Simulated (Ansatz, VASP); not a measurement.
**WSe2: VASP beside Ansatz**

The input INCAR:

```
PREC = Accurate
ENCUT = 520
EDIFF = 1E-7
ISMEAR = 0
SIGMA = 0.05
LREAL = F
LASPH = T
NELM = 150
ALGO = Normal
ISIF = 2
LWAVE = F
LCHARG = F
ISPIN = 2
MAGMOM = 0.05 0.05 0 0 0 0
LORBIT = 11
LMAXMIX = 4
GGA = PE
NBANDS = 39
```

KPOINTS

```
Automatic mesh
0
Gamma
  10 10 2
```

POSCAR

```
WSe2
1.0
    3.3206726644      0.0000000000      0.0000000000
   -1.6603363322      2.8757868850      0.0000000000
    0.0000000000      0.0000000000     15.2692400593
W Se
2 4
Direct
    0.3333333333      0.6666666667      0.2500000000
    0.6666666667      0.3333333333      0.7630982288
    0.3333333333      0.6666666667      0.6400904823
    0.6666666667      0.3333333333      0.1400904823
    0.3333333333      0.6666666667      0.8599095177
    0.6666666667      0.3333333333      0.3599095177
```

Input for Ansatz:

```yaml
crystal:
  lattice:
    - [3.3206726644, 0.0, 0.0]
    - [-1.6603363322, 2.875786885, 0.0]
    - [0.0, 0.0, 15.2692400593]
  atoms:
    - { symbol: W, position: [0.3333333333, 0.6666666667, 0.25], spin: 0.05 }
    - { symbol: W, position: [0.6666666667, 0.3333333333, 0.7630982288], spin: 0.05 }
    - { symbol: Se, position: [0.3333333333, 0.6666666667, 0.6400904823] }
    - { symbol: Se, position: [0.6666666667, 0.3333333333, 0.1400904823] }
    - { symbol: Se, position: [0.3333333333, 0.6666666667, 0.8599095177] }
    - { symbol: Se, position: [0.6666666667, 0.3333333333, 0.3599095177] }
basis:
  ecutwfc: 420
  ecutrho_ratio: 4
kpoints:
  mp_grid: { grid: [10, 10, 2] }
hamiltonian:
  xc: pbe
scf:
  occupations: { method: gaussian, width: 0.05 }
  lower_state_search: "off"
output:
  forces: true
  stress: true
  eigenvalues: true
  populations: true
  write_density: true
  write_potential: true
  elf: true
  volumetric_format: npy
magnetization:
  spin_polarized: true
checkpoint:
  read: start.run
  write: ck
  compress: false
  write_wavefunctions: false
  write_every: 100000
```

Alike in both runs: task single point; functional PBE; k mesh 10 × 10 × 2; occupations gaussian, width 0.05 eV; collinear spin.

|  | VASP | Ansatz |
| --- | --- | --- |
| version | VASP 6.6.1 | Ansatz 0.2.0 |
| potentials or method | VASP PAW PBE potentials, release 64 (W_sv, Se), cutoff 520 eV | scalar-relativistic, plane waves, PAW |
| valence electrons in the cell | 52 | 92 |

VASP gave:

```
gap on the k mesh at the Fermi level (eV)                     : 1.11
least direct gap on the mesh (eV)                             : 1.63
pressure (GPa)                                                : 1.6
traceless stress, the component that is largest in VASP (GPa) : -0.23
rms of the force components (eV/Å)                            : 1.602
net moment per atom (μB)                                      : 0.00
```

Estimate Ansatz's values.

gap on the k mesh at the Fermi level (eV): 1.11; least direct gap on the mesh (eV): 1.63; pressure (GPa): 1.3; traceless stress, the component that is largest in VASP (GPa): -0.28; rms of the force components (eV/Å): 1.591; net moment per atom (μB): 0.00.

Atom by atom the forces differ by 0.023 eV/Å (rms over components). The functional is the same, so the differences come from potentials, cutoffs and numerics. VASP's potentials hold 52 valence electrons a cell and Ansatz's 92, so a difference there can come from the potentials and not from the codes. Ansatz's warnings: seeded moment not kept.

Spin-orbit coupling is off throughout.
